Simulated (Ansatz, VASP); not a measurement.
# One calculation of Nb, two programs

File INCAR:

```
SYSTEM = Nb
PREC = Accurate ; ENCUT = 520
EDIFF = 1E-7 ; ISMEAR = 0
SIGMA = 0.15 ; LREAL = .FALSE.
LASPH = .TRUE. ; NELM = 100
ALGO = Fast ; ISIF = 2
LWAVE = .FALSE. ; LCHARG = .FALSE.
GGA = PS ; NBANDS = 12
```

File KPOINTS:

```
Automatic mesh
0
G
  20 20 20
  0 0 0
```

File POSCAR:

```
Nb
1.0
   -1.6639500000      1.9135425000      1.6639500000
    1.6639500000     -1.9135425000      1.6639500000
    1.6639500000      1.9135425000     -1.6639500000
Nb
1
Direct
    0.0000000000      0.0000000000      0.0000000000
```

Input for Ansatz:

```yaml
crystal:
  lattice:
    - [-1.66395, 1.9135425, 1.66395]
    - [1.66395, -1.9135425, 1.66395]
    - [1.66395, 1.9135425, -1.66395]
  atoms:
    - { symbol: Nb, position: [0.0, 0.0, 0.0] }
basis:
  ecutwfc: 420
kpoints:
  mp_grid: { grid: [20, 20, 20] }
hamiltonian:
  xc: pbesol
scf:
  occupations: { method: gaussian, width: 0.15 }
output:
  forces: true
  stress: true
  eigenvalues: true
```

Change from the starting cell: strain +0.1500 x Voigt [0, 1, 0, 0, 0, 0], atoms carried along.

Alike in both runs: task single point; functional PBEsol; k mesh 20 × 20 × 20; occupations gaussian, width 0.15 eV; no spin polarisation.

```csv
,VASP,Ansatz
version,VASP 6.6.1,Ansatz 0.2.0
potentials or method,"VASP PAW PBE potentials, release 64 (Nb_sv), cutoff 520 eV","scalar-relativistic, plane waves, PAW"
valence electrons in the cell,13,13
```

Ansatz gave:

| Property | Result |
| --- | --- |
| gap on the k mesh at the Fermi level (eV) | none |
| pressure (GPa) | -23.2 |
| traceless stress, the component that is largest in VASP (GPa) | -6.71 |

Question: Which values does VASP return?

Answer: gap on the k mesh at the Fermi level (eV): none; pressure (GPa): -23.4; traceless stress, the component that is largest in VASP (GPa): -6.68.

VASP's potentials were made for PBE, not for PBEsol. A gap of «none» marks a metal or a gap that the smearing closes.
